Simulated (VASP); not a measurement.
# CsCl (Pm-3m) in VASP: a series of runs, part 2 of 2

VASP 6.6.1. The steps go on from the part before.

### Step 5. Single point, LDA, non-collinear spin, zero start, spin-orbit coupling

File INCAR:

```
PREC = Accurate
ENCUT = 500
EDIFF = 1E-6
ISMEAR = 0
SIGMA = 0.01
LREAL = F
LASPH = T
NELM = 200
ALGO = Normal
ISIF = 2
LWAVE = F
LCHARG = F
LNONCOLLINEAR = T
MAGMOM = 0 0 0 0 0 0
LORBIT = 11
LSORBIT = T
GGA_COMPAT = F
LORBMOM = T
GGA = CA
NBANDS = 28
```

File KPOINTS:

```
regular mesh
0
Gamma
  6 6 6
```

File POSCAR:

```
CsCl
1.0
    3.9692272329      0.0000000000      0.0000000000
    0.0000000000      3.9692272329      0.0000000000
    0.0000000000      0.0000000000      3.9692272329
Cs Cl
1 1
Direct
    0.0000000000      0.0000000000      0.0000000000
    0.5000000000      0.5000000000      0.5000000000
```

Potentials or basis: VASP PAW LDA potentials, release 64 (Cs_sv, Cl).

Started as:

```sh
$ cat potpaw_LDA.64/Cs_sv/POTCAR potpaw_LDA.64/Cl/POTCAR > POTCAR
$ mpirun -np 1 vasp_ncl > vasp.out
```

OUTCAR:

```text
PREC = Accurate
   ENCUT = 500
   EDIFF = 1E-6
   ISMEAR = 0
   LREAL = F
   LASPH = T
   NELM = 200
   ISIF = 2
   LNONCOLLINEAR = T
   LORBIT = 11
   LSORBIT = T
   GGA = CA

 ion  position               nearest neighbor table
   1  0.000  0.000  0.000-
   2  0.500  0.500  0.500-

  LATTYP: Found a simple cubic cell.
 ALAT       =     3.9692272329

  Lattice vectors:

 A1 = (   3.9692272329,   0.0000000000,   0.0000000000)
 A2 = (   0.0000000000,   3.9692272329,   0.0000000000)
 A3 = (   0.0000000000,   0.0000000000,   3.9692272329)

Analysis of symmetry for initial positions (statically):
=====================================================================
 Subroutine PRICEL returns:
 Original cell was already a primitive cell.

 Routine SETGRP: Setting up the symmetry group for a
 simple cubic supercell.

 Subroutine GETGRP returns: Found 48 space group operations
 (whereof 48 operations were pure point group operations)
 out of a pool of 48 trial point group operations.

[... 876 lines left out ...]
 l=   3
     0.0000000     0.0000000     0.0000000     0.0000000     0.0000000     0.0000000     0.0000000
     0.0000000     0.0000000     0.0000000     0.0000000     0.0000000     0.0000000     0.0000000
     0.0000000     0.0000000     0.0000000     0.0000000     0.0000000     0.0000000     0.0000000
     0.0000000     0.0000000     0.0000000     0.0000000     0.0000000     0.0000000     0.0000000
     0.0000000     0.0000000     0.0000000     0.0000000     0.0000000     0.0000000     0.0000000
     0.0000000     0.0000000     0.0000000     0.0000000     0.0000000     0.0000000     0.0000000
     0.0000000     0.0000000     0.0000000     0.0000000     0.0000000     0.0000000     0.0000000

 Ion:    2  E_soc:     -0.0034189
 l=   1
     0.0000000    -0.0005698    -0.0005698
    -0.0005698     0.0000000    -0.0005698
    -0.0005698    -0.0005698     0.0000000
 l=   2
     0.0000000     0.0000000     0.0000000     0.0000000     0.0000000
     0.0000000     0.0000000     0.0000000     0.0000000     0.0000000
     0.0000000     0.0000000     0.0000000     0.0000000     0.0000000
     0.0000000     0.0000000     0.0000000     0.0000000     0.0000000
     0.0000000     0.0000000     0.0000000     0.0000000     0.0000000
 l=   3
     0.0000000     0.0000000     0.0000000     0.0000000     0.0000000     0.0000000     0.0000000
     0.0000000     0.0000000     0.0000000     0.0000000     0.0000000     0.0000000     0.0000000
     0.0000000     0.0000000     0.0000000     0.0000000     0.0000000     0.0000000     0.0000000
     0.0000000     0.0000000     0.0000000     0.0000000     0.0000000     0.0000000     0.0000000
     0.0000000     0.0000000     0.0000000     0.0000000     0.0000000     0.0000000     0.0000000
     0.0000000     0.0000000     0.0000000     0.0000000     0.0000000     0.0000000     0.0000000
     0.0000000     0.0000000     0.0000000     0.0000000     0.0000000     0.0000000     0.0000000

 total charge

# of ion       s       p       d       tot
------------------------------------------
    1        1.832   4.680   0.046   6.558
    2        1.588   3.531   0.000   5.119
--------------------------------------------------
tot          3.420   8.211   0.046  11.677

 magnetization (x)

# of ion       s       p       d       tot
------------------------------------------
    1       -0.000   0.000   0.000  -0.000
    2        0.000   0.000   0.000   0.000
--------------------------------------------------
tot          0.000   0.000   0.000   0.000

 magnetization (y)

# of ion       s       p       d       tot
------------------------------------------
    1        0.000  -0.000   0.000  -0.000
    2        0.000   0.000   0.000   0.000
--------------------------------------------------
tot          0.000  -0.000   0.000   0.000

 magnetization (z)

# of ion       s       p       d       tot
------------------------------------------
    1       -0.000   0.000   0.000   0.000
    2       -0.000   0.000   0.000  -0.000
--------------------------------------------------
tot         -0.000   0.000   0.000  -0.000
```

stdout:

```text
POSCAR found type information on POSCAR CsCl
 POSCAR found :  2 types and       2 ions
 scaLAPACK will be used
 LDA part: xc-table for (Slater(with rela. corr.)+CA(PZ))
 , standard interpolation
 POSCAR, INCAR and KPOINTS ok, starting setup
 FFT: planning ... GRIDC
 FFT: planning ... GRID_SOFT
 FFT: planning ... GRID
 WAVECAR not read
 entering main loop
```

It took 40 s on 1 thread of Intel Xeon 6975P-C (Granite Rapids), shared host; peak memory 0.24 GiB.

Results:

```
Free energy                                           : -7.4592 eV
Pressure                                              : 0.1 GPa
Net moment                                            : 0.00 μB per cell
Valence electrons inside the program's atomic spheres : Cs 6.56; Cl 5.12
```

Moments on the atoms (μB; x, y, z):
```
Cs  0.00 0.00 0.00
Cl  0.00 0.00 0.00
```

### Step 6. Single point, LDA, non-collinear spin, zero start, spin-orbit coupling

This run uses another cell than the first one, of 31.74 Å³/atom.

File INCAR:

```
SYSTEM = CsCl
PREC = Accurate
ENCUT = 500
EDIFF = 1E-6
ISMEAR = 0
SIGMA = 0.01
LREAL = .FALSE.
LASPH = .TRUE.
NELM = 200
ALGO = Normal
ISIF = 2
LWAVE = .FALSE.
LCHARG = .FALSE.
MAGMOM = 0 0 0 0 0 0
LORBIT = 11
LSORBIT = .TRUE.
GGA_COMPAT = .FALSE.
LORBMOM = .TRUE.
GGA = CA
NBANDS = 28
```

File KPOINTS:

```
Automatic mesh
0
G
  6 6 6
  0 0 0
```

File POSCAR:

```
CsCl
1.0
    3.9890733690      0.0000000000      0.0000000000
    0.0000000000      3.9890733690      0.0000000000
    0.0000000000      0.0000000000      3.9890733690
Cs Cl
1 1
Direct
    0.0000000000      0.0000000000      0.0000000000
    0.5000000000      0.5000000000      0.5000000000
```

Potentials or basis: VASP PAW LDA potentials, release 64 (Cs_sv, Cl).

Started as:

```sh
$ cat potpaw_LDA.64/Cs_sv/POTCAR potpaw_LDA.64/Cl/POTCAR > POTCAR
$ mpirun -np 1 vasp_ncl > vasp.out
```

OUTCAR:

```text
SYSTEM = CsCl
   PREC = Accurate
   ENCUT = 500
   EDIFF = 1E-6
   ISMEAR = 0
   LREAL = .FALSE.
   LASPH = .TRUE.
   NELM = 200
   ISIF = 2
   LORBIT = 11
   LSORBIT = .TRUE.
   GGA = CA

 ion  position               nearest neighbor table
   1  0.000  0.000  0.000-
   2  0.500  0.500  0.500-

  LATTYP: Found a simple cubic cell.
 ALAT       =     3.9890733690

  Lattice vectors:

 A1 = (   3.9890733690,   0.0000000000,   0.0000000000)
 A2 = (   0.0000000000,   3.9890733690,   0.0000000000)
[... 907 lines left out ...]
     0.0000000     0.0000000     0.0000000     0.0000000     0.0000000
     0.0000000     0.0000000     0.0000000     0.0000000     0.0000000
     0.0000000     0.0000000     0.0000000     0.0000000     0.0000000
 l=   3
     0.0000000     0.0000000     0.0000000     0.0000000     0.0000000     0.0000000     0.0000000
     0.0000000     0.0000000     0.0000000     0.0000000     0.0000000     0.0000000     0.0000000
     0.0000000     0.0000000     0.0000000     0.0000000     0.0000000     0.0000000     0.0000000
     0.0000000     0.0000000     0.0000000     0.0000000     0.0000000     0.0000000     0.0000000
     0.0000000     0.0000000     0.0000000     0.0000000     0.0000000     0.0000000     0.0000000
     0.0000000     0.0000000     0.0000000     0.0000000     0.0000000     0.0000000     0.0000000
     0.0000000     0.0000000     0.0000000     0.0000000     0.0000000     0.0000000     0.0000000

 total charge

# of ion       s       p       d       tot
------------------------------------------
    1        1.831   4.679   0.044   6.555
    2        1.588   3.529   0.000   5.116
--------------------------------------------------
tot          3.419   8.208   0.044  11.672

 magnetization (x)

# of ion       s       p       d       tot
------------------------------------------
    1        0.000   0.000   0.000   0.000
    2       -0.000   0.000   0.000  -0.000
--------------------------------------------------
tot         -0.000   0.000   0.000  -0.000

 magnetization (y)

# of ion       s       p       d       tot
------------------------------------------
    1        0.000   0.000  -0.000   0.000
    2       -0.000  -0.000   0.000  -0.000
--------------------------------------------------
tot         -0.000  -0.000  -0.000  -0.000

 magnetization (z)

# of ion       s       p       d       tot
------------------------------------------
    1        0.000  -0.000   0.000  -0.000
    2       -0.000  -0.000   0.000  -0.000
--------------------------------------------------
tot         -0.000  -0.000   0.000  -0.000
```

OSZICAR:

```text
N       E                     dE             d eps       ncg     rms          rms(c)
DAV:   1     0.939076555930E+02    0.93908E+02   -0.66906E+03  1120   0.968E+02
DAV:   2    -0.263583390283E+00   -0.94171E+02   -0.88643E+02  1524   0.177E+02
DAV:   3    -0.774640014709E+01   -0.74828E+01   -0.74408E+01  1408   0.542E+01
DAV:   4    -0.782691532115E+01   -0.80515E-01   -0.80473E-01  1316   0.663E+00
DAV:   5    -0.782786223589E+01   -0.94691E-03   -0.94684E-03  1368   0.750E-01    0.234E+00
DAV:   6    -0.750750765743E+01    0.32035E+00   -0.35541E-01  1292   0.397E+00    0.162E+00
DAV:   7    -0.746553186832E+01    0.41976E-01   -0.13444E-01  1312   0.210E+00    0.100E+00
DAV:   8    -0.745991466551E+01    0.56172E-02   -0.12786E-02  1392   0.663E-01    0.431E-01
DAV:   9    -0.745905670377E+01    0.85796E-03   -0.49753E-04  1364   0.193E-01    0.128E-01
DAV:  10    -0.745898706640E+01    0.69637E-04   -0.61356E-04  1292   0.135E-01    0.583E-02
DAV:  11    -0.745898144650E+01    0.56199E-05   -0.12735E-04  1320   0.729E-02    0.754E-03
DAV:  12    -0.745897966693E+01    0.17796E-05   -0.54176E-06  1288   0.183E-02    0.525E-03
DAV:  13    -0.745897929501E+01    0.37192E-06   -0.20973E-06  1232   0.867E-03
   1 F= -.74589793E+01 E0= -.74589793E+01  d E =-.369848E-92  mag=    -0.0000     0.0000     0.0000
```

stdout:

```text
POSCAR found type information on POSCAR CsCl
 POSCAR found :  2 types and       2 ions
 scaLAPACK will be used
 LDA part: xc-table for (Slater(with rela. corr.)+CA(PZ))
 , standard interpolation
 POSCAR, INCAR and KPOINTS ok, starting setup
 FFT: planning ... GRIDC
 FFT: planning ... GRID_SOFT
 FFT: planning ... GRID
 WAVECAR not read
 entering main loop
```

It took 44 s on 1 thread of Intel Xeon 6975P-C (Granite Rapids), shared host; peak memory 0.25 GiB.

What came out:

```
Free energy                                           : -7.4590 eV
Pressure                                              : -0.3 GPa
Net moment                                            : 0.00 μB per cell
Valence electrons inside the program's atomic spheres : Cs 6.55; Cl 5.12
```

Moments on the atoms (μB; x, y, z):
```
Cs  0.00 0.00 0.00
Cl  0.00 0.00 0.00
```

### Step 7. Overview

```csv
spin,cell,pressure (GPa),moment (μB)
off,"a = 3.969 Å, 2 atoms",0.1,-
"non-collinear, zero start, SOC","a = 3.949 Å, 2 atoms",0.5,0.00
"non-collinear, zero start, SOC","a = 3.969 Å, 2 atoms",0.1,0.00
"non-collinear, zero start, SOC","a = 3.989 Å, 2 atoms",-0.3,0.00
```

Alike in all rows: task single point; level LDA; potentials or basis VASP PAW LDA potentials, release 64 (Cs_sv, Cl); k mesh 6 × 6 × 6; cutoff (eV) 500; smearing gaussian 0.01 eV.

Absolute energies hang on the potentials; compare differences alone.
